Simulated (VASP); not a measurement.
Ge, 4 atoms in the cell. It takes space group I4_1/amd (No. 141, tetragonal). Conventional cell: a = 3.772 Å, b = 3.772 Å, c = 5.879 Å, α = 90.00°, β = 90.00°, γ = 90.00°. Ge (site symmetry -4m2) has 4 Ge at 2.39 Å within 3.2 Å.  This cell differs from its parent crystal: biaxial strain in the a-b plane: -6.0 %.

| Property | Result |
| --- | --- |
| Program | VASP 6.6.1 |
| Task | single point |
| Functional | PBEsol |
| Potentials or basis | VASP PAW PBE potentials, release 64 (Ge_d) |
| Cutoff | 520 eV |
| k mesh | 14 × 14 × 10 |
| Occupations | gaussian, width 0.1 eV |
| Spin | no spin polarisation |
| Dipole correction | no |
| Further INCAR settings | ALGO = Fast; EDIFF = 1e-06; NBANDS = 36 |

Potentials or basis: VASP PAW PBE potentials, release 64 (Ge_d).

Command:

```bash
$ cat potpaw_PBE.64/Ge_d/POTCAR > POTCAR
$ mpirun -np 1 vasp_std > vasp.out
```

Hardware: 1 thread of Oxide Virtual Turin-like Processor, on a shared host.

Problem. Estimate the wall time of this run.

Solution. Wall time 13 min on 1 thread of Oxide Virtual Turin-like Processor, with other jobs on the host, peak memory 0.49 GiB. Counts: scf iterations 13, k points 216.
